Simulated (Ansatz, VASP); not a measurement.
# One calculation of Be24NO, two programs

```
Be N O
1.0
     4.52544    0.00000    0.00000
     0.00000    7.13362    0.00000
     0.00000    0.00000   22.36855
Be N O
24 1 1
Direct
  0.00000 0.37500 0.17882
  0.00000 0.87500 0.17882
  0.50000 0.37500 0.17882
  0.50000 0.87500 0.17882
  0.25000 0.12500 0.20802
  0.25000 0.62500 0.20802
  0.75000 0.12500 0.20802
  0.75000 0.62500 0.20802
  0.25000 0.37500 0.26643
  0.25000 0.87500 0.26643
  0.75000 0.37500 0.26643
  0.75000 0.87500 0.26643
  0.00000 0.12500 0.29031
  0.00000 0.62500 0.29031
  0.50000 0.12500 0.29031
  0.50000 0.62500 0.29031
  0.00000 0.37500 0.35468
  0.00000 0.87500 0.35468
  0.50000 0.37500 0.35468
  0.50000 0.87500 0.35468
  0.25000 0.12500 0.37412
  0.25000 0.62500 0.37412
  0.75000 0.12500 0.37412
  0.75000 0.62500 0.37412
  0.75000 0.45833 0.48276
  0.78615 0.49448 0.53371
```

Alike in both runs: task single point; functional PBE; k mesh 6 × 4 × 1; occupations gaussian, width 0.1 eV; collinear spin.

|  | VASP | Ansatz |
| --- | --- | --- |
| version | VASP 6.6.1 | Ansatz 0.2.0 |
| potentials or method | VASP PAW PBE potentials, release 64 (Be, N, O), cutoff 520 eV | scalar-relativistic, plane waves, PAW |
| valence electrons in the cell | 59 | 59 |

Ansatz gave:

```
gap on the k mesh at the Fermi level (eV)                     : none
rms of the force components (eV/Å)                            : 0.362
net moment per atom (μB)                                      : 0.03
size of the moment on the site where the two differ most (μB) : 0.22
```

**Question.** Which values does VASP return?

**Answer.** gap on the k mesh at the Fermi level (eV): none; rms of the force components (eV/Å): 0.272; net moment per atom (μB): 0.00; size of the moment on the site where the two differ most (μB): 0.00.

Site moments also hang on the region over which each program counts them. Atom by atom the forces differ by 0.133 eV/Å (rms over components). A gap of «none» marks a metal or a gap that the smearing closes. With one functional, cell and mesh, what is left measures potentials, basis and numerics.

Noted on VASP's run: the standard files for N, O and F lose accuracy on very short bonds.
